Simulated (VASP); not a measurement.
# SiC (P6_3mc) in VASP: notebook

The runs below take SiC through single point, with r2SCAN.

Program: VASP 6.6.1. These are calculated values, not measurements. Logs are shortened: lines on timing, memory, paths and dates and some standing lists are left out, and cuts for length are marked.

### Step 1. The cell of the first run

The structure is hexagonal, space group P6_3mc (No. 186). Conventional cell: a = 3.078 Å, b = 3.078 Å, c = 10.077 Å, α = 90.00°, β = 90.00°, γ = 120.00°. Si (site symmetry 3m) has 4 C at 1.89 Å within 2.5 Å. Within 2.5 Å of Si (site symmetry 3m) lie 4 C at 1.88 to 1.89 Å. Within 2.5 Å of C (site symmetry 3m) lie 4 Si at 1.88 to 1.89 Å. C (site symmetry 3m) has 4 Si at 1.89 Å within 2.5 Å.

### Step 2. Single point, r2SCAN

File POSCAR:

```
SiC
1.0
    3.0775593100     -0.0000000029      0.0000000000
   -1.5387796525      2.6652445455      0.0000000000
    0.0000000000      0.0000000000     10.0767692094
Si C
4 4
Direct
    0.6666666667      0.3333333333      0.9378376191
    0.3333333333      0.6666666667      0.4378376191
    0.0000000000      0.0000000000      0.6878931826
    0.0000000000      0.0000000000      0.1878931826
    0.6666666667      0.3333333333      0.7498040047
    0.3333333333      0.6666666667      0.2498040047
    0.0000000000      0.0000000000      0.5004641937
    0.0000000000      0.0000000000      0.0004641937
```

File INCAR.step1:

```
SYSTEM = SiC
  PREC = Accurate
  ENCUT = 520
  ISMEAR = 0
  SIGMA = 0.02
  LREAL = .FALSE.
  LASPH = .TRUE.
  NELM = 100
  NBANDS = 26
  GGA = PE
  ALGO = Normal
  EDIFF = 1E-4
  LWAVE = .TRUE.
  LCHARG = .FALSE.
```

File INCAR.step2:

```
SYSTEM = SiC
  PREC = Accurate
  ENCUT = 520
  EDIFF = 1E-6
  ISMEAR = 0
  SIGMA = 0.02
  LREAL = .FALSE.
  LASPH = .TRUE.
  NELM = 100
  ALGO = Normal
  ISIF = 2
  LWAVE = .FALSE.
  LCHARG = .FALSE.
  METAGGA = R2SCAN
  LMIXTAU = .TRUE.
  NBANDS = 26
  ISTART = 1
```

File KPOINTS:

```
regular mesh
0
G
  12 12 4
  0 0 0
```

Potentials or basis: VASP PAW PBE potentials, release 64 (Si, C).

Started as:

```console
$ cat potpaw_PBE.64/Si/POTCAR potpaw_PBE.64/C/POTCAR > POTCAR
$ cp INCAR.step1 INCAR
$ mpirun -np 1 vasp_std > vasp.out
$ cp INCAR.step2 INCAR
$ mpirun -np 1 vasp_std > vasp.out
```

OUTCAR:

```text
SYSTEM = SiC
   PREC = Accurate
   ENCUT = 520
   EDIFF = 1E-6
   ISMEAR = 0
   LREAL = .FALSE.
   LASPH = .TRUE.
   NELM = 100
   ISIF = 2
   METAGGA = R2SCAN
   ISTART = 1

 ion  position               nearest neighbor table
   1  0.667  0.333  0.938-   8 1.89   8 1.89   8 1.89   5 1.89   3 3.08   3 3.08   3 3.08   4 3.08
                             4 3.08   4 3.08
   2  0.333  0.667  0.438-   7 1.89   7 1.89   7 1.89   6 1.89   4 3.08   4 3.08   4 3.08   3 3.08
                             3 3.08   3 3.08
   3  0.000  0.000  0.688-   5 1.88   5 1.88   5 1.88   7 1.89   1 3.08   1 3.08   1 3.08   2 3.08
                             2 3.08   2 3.08
   4  0.000  0.000  0.188-   6 1.88   6 1.88   6 1.88   8 1.89   2 3.08   2 3.08   2 3.08   1 3.08
                             1 3.08   1 3.08
   5  0.667  0.333  0.750-   3 1.88   3 1.88   3 1.88   1 1.89
   6  0.333  0.667  0.250-   4 1.88   4 1.88   4 1.88   2 1.89
   7  0.000  0.000  0.500-   2 1.89   2 1.89   2 1.89   3 1.89
   8  0.000  0.000  0.000-   1 1.89   1 1.89   1 1.89   4 1.89

  LATTYP: Found a hexagonal cell.
 ALAT       =     3.0775593100
 C/A-ratio  =     3.2742729528

  Lattice vectors:

 A1 = (   3.0775593100,  -0.0000000029,   0.0000000000)
 A2 = (  -1.5387796525,   2.6652445455,   0.0000000000)
 A3 = (   0.0000000000,   0.0000000000,  10.0767692094)

Analysis of symmetry for initial positions (statically):
=====================================================================
 Subroutine PRICEL returns:
 Original cell was already a primitive cell.

 Routine SETGRP: Setting up the symmetry group for a
 hexagonal supercell.

 Subroutine GETGRP returns: Found 12 space group operations
 (whereof  6 operations were pure point group operations)
 out of a pool of 24 trial point group operations.

The static configuration has the point symmetry C_3v.
 The point group associated with its full space group is C_6v.

Analysis of symmetry for dynamics (positions and initial velocities):
=====================================================================
 Subroutine PRICEL returns:
 Original cell was already a primitive cell.

 Routine SETGRP: Setting up the symmetry group for a
 hexagonal supercell.

 Subroutine GETGRP returns: Found 12 space group operations
 (whereof  6 operations were pure point group operations)
 out of a pool of 24 trial point group operations.

The dynamic configuration has the point symmetry C_3v.
 The point group associated with its full space group is C_6v.

 Subroutine INISYM returns: Found 12 space group operations
 (whereof  6 operations are pure point group operations),
 and found     1 'primitive' translations

----------------------------------------------------------------------------------------

                                     Primitive cell

  volume of cell :      82.6542

  direct lattice vectors                    reciprocal lattice vectors
     3.077559310 -0.000000003  0.000000000     0.324932812  0.187600046  0.000000000
    -1.538779652  2.665244545  0.000000000     0.000000000  0.375200093  0.000000000
     0.000000000  0.000000000 10.076769209     0.000000000  0.000000000  0.099238157

  length of vectors
     3.077559310  3.077559310 10.076769209     0.375200093  0.375200093  0.099238157

  position of ions in fractional coordinates (direct lattice)
     0.666666667  0.333333333  0.937837619
     0.333333333  0.666666667  0.437837619
     0.000000000  0.000000000  0.687893183
     0.000000000  0.000000000  0.187893183
     0.666666667  0.333333333  0.749804005
     0.333333333  0.666666667  0.249804005
     0.000000000  0.000000000  0.500464194
     0.000000000  0.000000000  0.000464194

  ion indices of the primitive-cell ions
   primitive index   ion index
                 1           1
                 2           2
                 3           3
                 4           4
                 5           5
                 6           6
                 7           7
                 8           8

----------------------------------------------------------------------------------------

 KPOINTS: regular mesh

Automatic generation of k-mesh.
 Grid dimensions read from file:
 generate k-points for:   12   12    4

 Generating k-lattice:

  Cartesian coordinates                     Fractional coordinates (reciprocal lattice)
     0.027077734  0.015633337  0.000000000     0.083333333 -0.000000000  0.000000000
     0.000000000  0.031266674  0.000000000     0.000000000  0.083333333  0.000000000
     0.000000000  0.000000000  0.024809539     0.000000000  0.000000000  0.250000000

  Length of vectors
     0.031266674  0.031266674  0.024809539

  Shift w.r.t. Gamma in fractional coordinates (k-lattice)
     0.000000000  0.000000000  0.000000000

 Subroutine IBZKPT returns following result:
 ===========================================

 Found     57 irreducible k-points:

 Following reciprocal coordinates:
            Coordinates               Weight
  0.000000  0.000000  0.000000      1.000000
  0.083333  0.000000  0.000000      6.000000
  0.166667  0.000000  0.000000      6.000000
  0.250000  0.000000  0.000000      6.000000
  0.333333  0.000000  0.000000      6.000000
  0.416667  0.000000  0.000000      6.000000
[... 16 lines left out ...]
  0.250000  0.000000  0.250000     12.000000
  0.333333  0.000000  0.250000     12.000000
 [... further k-points ...]
   k-points           NKPTS =     57   k-points in BZ     NKDIM =     57   number of bands    NBANDS=     26
   number of dos      NEDOS =    301   number of ions     NIONS =      8
   total plane-waves  NPLWV =  46080
   dimension x,y,z NGX =    24 NGY =   24 NGZ =   80
   dimension x,y,z NGXF=    48 NGYF=   48 NGZF=  160
   ions per type =               4   4
   NGX,Y,Z   is equivalent  to a cutoff of  12.96, 12.96, 13.20 a.u.
   NGXF,Y,Z  is equivalent  to a cutoff of  25.93, 25.93, 26.40 a.u.
 SYSTEM =  SiC
   PREC   = accura    normal or accurate (medium, high low for compatibility)
   ISTART =      1    job   : 0-new  1-cont  2-samecut
   ICHARG =      0    charge: 1-file 2-atom 10-const
   ISPIN  =      1    spin polarized calculation?
   LNONCOLLINEAR =      F non collinear calculations
   LSORBIT =      F    spin-orbit coupling
   LASPH  =      T    aspherical Exc in radial PAW
   ENCUT  =  520.0 eV  38.22 Ry    6.18 a.u.   5.72  5.72 18.74*2*pi/ulx,y,z
   NELM   =    100;   NELMIN=  2; NELMDL=  0     # of ELM steps
   EDIFF  = 0.1E-05   stopping-criterion for ELM
   LREAL  =      F    real-space projection
   EDIFFG = 0.1E-04   stopping-criterion for IOM
   NSW    =      0    number of steps for IOM
   IBRION =     -1    ionic relax: 0-MD 1-quasi-New 2-CG
   NFREE  =      0    steps in history (QN), initial steepest desc. (CG)
   ISIF   =      2    stress and relaxation
   ISYM   =      2    0-nonsym 1-usesym 2-fastsym
   POTIM  = 0.5000    time-step for ionic-motion
   TEBEG  =    0.0;   TEEND  =   0.0 temperature during run
   PSTRESS=    0.0 pullay stress
   NELECT =      32.0000    total number of electrons
   NUPDOWN=      -1.0000    fix difference up-down
   EMIN   =  10.00;   EMAX   =-10.00  energy-range for DOS
   EFERMI =   0.00;   METHOD = LEGACY
   ISMEAR =     0;   SIGMA  =   0.02  broadening in eV -4-tet -1-fermi 0-gaus
   EFERMI_NEDOS =   21; number of points for ismear=-14 and -15
   IALGO  =     38    algorithm
   IMIX   =      4    mixing-type and parameters
     AMIX     =   0.40;   BMIX     =  1.00
     AMIX_MAG =   1.60;   BMIX_MAG =  1.00
  volume/ion in A,a.u.               =      10.33        69.72
  Fermi-wavevector in a.u.,A,eV,Ry     =   1.193172  2.254769 19.370077  1.423661
  Thomas-Fermi vector in A             =   2.329193
   LORBIT       =      0    0 simple, 1 ext, 2 COOP (PROOUT), +10 PAW based schemes
   METAGGA = R2SCAN    functional components
   LHFCALC =     F    Hartree Fock is set to
   AEXX    =    0.0000 exact exchange contribution
   IVDW    =     0    specifies the selected vdW correction
   LEPSILON=     F    determine dielectric tensor
   LRPA    =     F    only Hartree local field effects (RPA)
 non-spin polarized calculation
 Gauss-broadening in eV      SIGMA  =   0.02
  energy-cutoff  :      520.00
  volume of cell :       82.65
 maximum number of plane-waves:      2256
 NGX is ok and might be reduce to    24

 number of electron      32.0000000 magnetization

 Free energy of the ion-electron system (eV)
  ---------------------------------------------------
  ext. energy  EPLUGINS =         0.00000000
  ---------------------------------------------------
  free energy    TOTEN  =       -77.30799406 eV

  energy without entropy =      -77.30799406  energy(sigma->0) =      -77.30799406

 E-fermi :   8.2155     XC(G=0): -11.9371

 val. band max:        8.0686158976   @ k =   0.0000   0.0000   0.0000
 cond. band min:      10.6779486906   @ k =   0.5000   0.0000   0.0000
 fundamental gap:      2.6093327930
 Fermi energy:         8.2155201807

 k-point     1 :       0.0000    0.0000    0.0000
  band No.  band energies     occupation
      1      -8.2026      2.00000
      2      -6.9848      2.00000
      3      -6.9466      2.00000
      4      -4.5727      2.00000
      5      -0.8372      2.00000
      6       3.5003      2.00000
[... 18 lines left out ...]
     25      16.0306      0.00000
     26      16.6988      0.00000

 k-point     2 :       0.0833    0.0000    0.0000
  band No.  band energies     occupation
      1      -8.0775      2.00000
      2      -6.8642      2.00000
      3      -6.8255      2.00000
      4      -4.4684      2.00000
      5      -0.7222      2.00000
      6       3.5366      2.00000
[... 18 lines left out ...]
     25      16.0586      0.00000
[... 608 lines left out ...]
     25      17.5819      0.00000
     26      17.7016      0.00000

 k-point    24 :       0.3333    0.0000    0.2500
  band No.  band energies     occupation
      1      -6.2139      2.00000
      2      -5.6394      2.00000
      3      -4.5833      2.00000
      4      -3.4477      2.00000
      5       0.5375      2.00000
      6       1.0548      2.00000
[... 18 lines left out ...]
     25      17.3951      0.00000
     26      17.9728      0.00000

 [... further k-points ...]

------------------------ aborting loop because EDIFF is reached ----------------------------------------

  FORCE on cell =-STRESS in cart. coord.  units (eV):
  Direction    XX          YY          ZZ          XY          YZ          ZX
  --------------------------------------------------------------------------------------
  -------------------------------------------------------------------------------------
  Total       -0.0940592     -0.0940592     -0.0992797      0.0000000      0.0000000     -0.0000000
  in kB       -1.8232535     -1.8232535     -1.9244489      0.0000000      0.0000000     -0.0000000
  external PRESSURE =      -1.8569853 kB  Pullay stress =       0.0000000 kB

 VOLUME and BASIS-vectors are now :
 -----------------------------------------------------------------------------
  energy-cutoff  :      520.00
  volume of cell :       82.65
      direct lattice vectors                 reciprocal lattice vectors
     3.077559310 -0.000000003  0.000000000     0.324932812  0.187600046  0.000000000
    -1.538779652  2.665244545  0.000000000     0.000000000  0.375200093  0.000000000
     0.000000000  0.000000000 10.076769209     0.000000000  0.000000000  0.099238157

 POSITION                                       TOTAL-FORCE (eV/Angst)
 -----------------------------------------------------------------------------------
      1.53878      0.88841      9.45037        -0.000000     -0.000000      0.001127
      0.00000      1.77683      4.41199         0.000000     -0.000000      0.001127
      0.00000      0.00000      6.93174         0.000000      0.000000     -0.001382
      0.00000      0.00000      1.89336        -0.000000     -0.000000     -0.001382
      1.53878      0.88841      7.55560        -0.000000      0.000000      0.000241
      0.00000      1.77683      2.51722         0.000000     -0.000000      0.000241
      0.00000      0.00000      5.04306         0.000000      0.000000      0.000014
      0.00000      0.00000      0.00468         0.000000     -0.000000      0.000014
 -----------------------------------------------------------------------------------
    total drift:                                0.000000      0.000000     -0.000639

  FREE ENERGIE OF THE ION-ELECTRON SYSTEM (eV)
  ---------------------------------------------------
  free  energy   TOTEN  =       -77.3079940650 eV

  energy  without entropy=      -77.3079940650  energy(sigma->0) =      -77.30799406
```

Wall time 3.2 min (1 thread of Intel Xeon 6975P-C (Granite Rapids), shared host); peak memory 0.26 GiB.

What came out:

- Free energy: -77.3080 eV
- Pressure: -0.2 GPa
- Band gap on the k mesh: 2.61 eV (least direct gap 3.79 eV)

Caveat: the PAW data sets were made with another functional, which shifts forces and pressure a little. A k mesh can miss the band edges.

### Step 3. Single point, r2SCAN

This run uses another cell than the first one: it holds 32 atoms, not 8.

File POSCAR:

```
SiC
1.0
    6.1551186199     -0.0000000058      0.0000000000
   -3.0775593150     -5.3304890853      0.0000000000
    0.0000000000      0.0000000000    -10.0767692094
Si C
16 16
Direct
    0.1666666667      0.3333333333      0.0621623809
    0.6666666667      0.3333333333      0.0621623809
    0.1666666667      0.8333333333      0.0621623809
    0.6666666667      0.8333333333      0.0621623809
    0.8333333333      0.1666666667      0.5621623809
    0.3333333333      0.1666666667      0.5621623809
    0.8333333333      0.6666666667      0.5621623809
    0.3333333333      0.6666666667      0.5621623809
    0.0000000000      0.0000000000      0.3121068174
    0.5000000000      0.0000000000      0.3121068174
    0.0000000000      0.5000000000      0.3121068174
    0.5000000000      0.5000000000      0.3121068174
    0.0000000000      0.5000000000      0.8121068174
    0.5000000000      0.5000000000      0.8121068174
    0.0000000000      1.0000000000      0.8121068174
    0.5000000000      1.0000000000      0.8121068174
    0.1666666667      0.3333333333      0.2501959953
    0.6666666667      0.3333333333      0.2501959953
    0.1666666667      0.8333333333      0.2501959953
    0.6666666667      0.8333333333      0.2501959953
    0.8333333333      0.1666666667      0.7501959953
    0.3333333333      0.1666666667      0.7501959953
    0.8333333333      0.6666666667      0.7501959953
    0.3333333333      0.6666666667      0.7501959953
    0.5000000000      0.0000000000      0.4995358063
    0.0000000000      0.0000000000      0.4995358063
    0.5000000000      0.5000000000      0.4995358063
    0.0000000000      0.5000000000      0.4995358063
    0.5000000000      0.5000000000      0.9995358063
    0.0000000000      0.5000000000      0.9995358063
    0.5000000000      1.0000000000      0.9995358063
    0.0000000000      1.0000000000      0.9995358063
```

File INCAR.step1:

```
SYSTEM = SiC
PREC = Accurate
ENCUT = 520
ISMEAR = 0
SIGMA = 0.01
LREAL = Auto
LASPH = .TRUE.
NELM = 100
NBANDS = 86
GGA = PE
ALGO = Normal
EDIFF = 1E-4
LWAVE = .TRUE.
LCHARG = .FALSE.
```

File INCAR.step2:

```
SYSTEM = SiC
PREC = Accurate
ENCUT = 520
EDIFF = 1E-6
ISMEAR = 0
SIGMA = 0.01
LREAL = Auto
LASPH = .TRUE.
NELM = 100
ALGO = Normal
ISIF = 2
LWAVE = .FALSE.
LCHARG = .TRUE.
METAGGA = R2SCAN
LMIXTAU = .TRUE.
LELF = .TRUE.
LVHAR = .TRUE.
NBANDS = 86
ISTART = 1
```

File KPOINTS:

```
Automatic mesh
0
G
  2 2 2
  0 0 0
```

Potentials or basis: VASP PAW PBE potentials, release 64 (Si, C).

Started as:

```console
$ cat potpaw_PBE.64/Si/POTCAR potpaw_PBE.64/C/POTCAR > POTCAR
$ cp INCAR.step1 INCAR
$ mpirun -np 1 vasp_std > vasp.out
$ cp INCAR.step2 INCAR
$ mpirun -np 1 vasp_std > vasp.out
```

Run time: 6.1 min. Hardware: 1 thread of Intel Xeon 6975P-C (Granite Rapids), shared host; peak memory 0.51 GiB.

The run converged. Its results:

```yaml
Free_energy: -308.2640 eV
Pressure: 0.0 GPa
Largest_force: 0.046 eV/Å
Band_gap_on_the_k_mesh: 2.59 eV
```

Forces on the atoms (eV/Å):
```
Si   0.000  0.000  0.037
Si   0.000  0.000  0.037
Si   0.000  0.000  0.037
Si   0.000  0.000  0.037
Si   0.000  0.000  0.037
Si   0.000  0.000  0.037
Si   0.000  0.000  0.037
Si   0.000  0.000  0.037
Si   0.000  0.000  0.036
Si   0.000  0.000  0.036
Si   0.000  0.000  0.036
Si   0.000  0.000  0.036
Si   0.000  0.000  0.036
Si   0.000  0.000  0.036
Si   0.000  0.000  0.036
Si   0.000  0.000  0.036
C    0.000  0.000 -0.046
C    0.000  0.000 -0.046
C    0.000  0.000 -0.046
C    0.000  0.000 -0.046
C    0.000  0.000 -0.046
C    0.000  0.000 -0.046
C    0.000  0.000 -0.046
C    0.000  0.000 -0.046
C    0.000  0.000 -0.028
C    0.000  0.000 -0.028
C    0.000  0.000 -0.028
C    0.000  0.000 -0.028
C    0.000  0.000 -0.028
C    0.000  0.000 -0.028
C    0.000  0.000 -0.028
C    0.000  0.000 -0.028
```

Stress tensor (GPa, compression positive):
```
 0.46  0.00  0.00
 0.00  0.46  0.00
 0.00  0.00 -0.94
```

Levels at points of the mesh, in eV from the valence-band top:
| k point | band 62 | band 63 | band 64 | band 65 | band 66 | band 67 |
| --- | --- | --- | --- | --- | --- | --- |
| (0.00, 0.00, 0.00) | -0.05 | 0.00 | 0.00 | 2.59 | 2.59 | 2.59 |
| (0.50, 0.00, 0.00) | -0.86 | -0.58 | -0.58 | 4.09 | 4.09 | 4.24 |
| (0.00, 0.00, 0.50) | -0.22 | -0.22 | -0.22 | 3.04 | 3.04 | 3.04 |
| (0.50, 0.00, 0.50) | -0.96 | -0.96 | -0.96 | 4.33 | 4.33 | 4.33 |

Caveat: the k points lie up to 0.59 Å⁻¹ apart; the PAW data sets were made with another functional, which shifts forces and pressure a little.
